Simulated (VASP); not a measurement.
A run of VASP 6.6.1 is set up as follows.

The input INCAR:

```
PREC = Accurate
ENCUT = 520
EDIFF = 1E-7
ISMEAR = -4
SIGMA = 0.05
LREAL = F
LASPH = T
NELM = 80
ALGO = Normal
ISIF = 2
LWAVE = F
LCHARG = F
GGA = PS
NBANDS = 21
ISYM = 0
```

KPOINTS

```
Automatic mesh
0
Gamma
  12 12 3
```

Contents of POSCAR:

```
C
1.0
    0.0000000000      2.4588631543      0.0000000000
   -2.1294220588      1.2294315772      0.0088643343
   -1.3458548083      2.4588631543     10.8853881515
C
6
Direct
    0.3888692843      0.8888677917      0.1666968199
    0.2777581732     -0.2222433194      0.8333634866
   -0.1666862713      0.3333122361      0.5000301532
    0.1666640491     -0.3333344583      0.5000031801
    0.7222196046      0.2222210972      0.1666698468
   -0.3888915065      0.1111099861      0.8333365134
```

Potentials or basis: VASP PAW PBE potentials, release 64 (C).

Run with:

```sh
$ cat potpaw_PBE.64/C/POTCAR > POTCAR
$ mpirun -np 1 vasp_std > vasp.out
```

Task: What does it give for the largest force?

Result: 0.009 eV/Å.

Task: What does it give for the pressure?

Result: 0.6 GPa.

Forces on the atoms (eV/Å):
```
C    0.001  0.000  0.000
C    0.000  0.000 -0.004
C    0.000  0.000  0.009
C    0.000  0.000 -0.009
C    0.000  0.000  0.004
C   -0.001  0.000  0.000
```

Caveat: this functional lacks dispersion, which binds the layers, so the pressure and a relaxed spacing across them are unreliable; the PAW data sets were made with another functional, which shifts forces and pressure a little.
